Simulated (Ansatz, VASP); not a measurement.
Two plane-wave programs on AlB2As3

```
Al B As
1.0
    -1.79152    1.79152    7.87339
     1.79152   -1.79152    7.87339
     1.79152    1.79152   -7.87339
Al B As
1 2 3
Direct
  0.50000 0.50000 0.00000
  0.82459 0.82459 0.00000
  0.17541 0.17541 0.00000
  0.60162 0.10162 0.50000
  0.25000 0.75000 0.50000
  0.89838 0.39838 0.50000
```

Alike in both runs: task relaxation of cell and atoms; functional PBE; k mesh 10 × 10 × 10; occupations gaussian, width 0.02 eV; no spin polarisation.

|  | VASP | Ansatz |
| --- | --- | --- |
| version | VASP 6.6.1 | Ansatz 0.2.0 |
| potentials or method | VASP PAW PBE potentials, release 64 (Al, B, As), cutoff 600 eV | scalar-relativistic, plane waves, PAW |
| valence electrons in the cell | 24 | 54 |

```csv
,VASP,Ansatz,Ansatz less VASP
"gap on the k mesh at the Fermi level, each at its own relaxed structure (eV)",0.63,0.63,-0.006
relaxed volume (Å³/atom),16.89,16.83,-0.055
relaxed cell length with the largest relative difference (Å),8.294,8.284,-0.0095
```

VASP's potentials hold 24 valence electrons a cell and Ansatz's 54, so a difference there can come from the potentials and not from the codes.
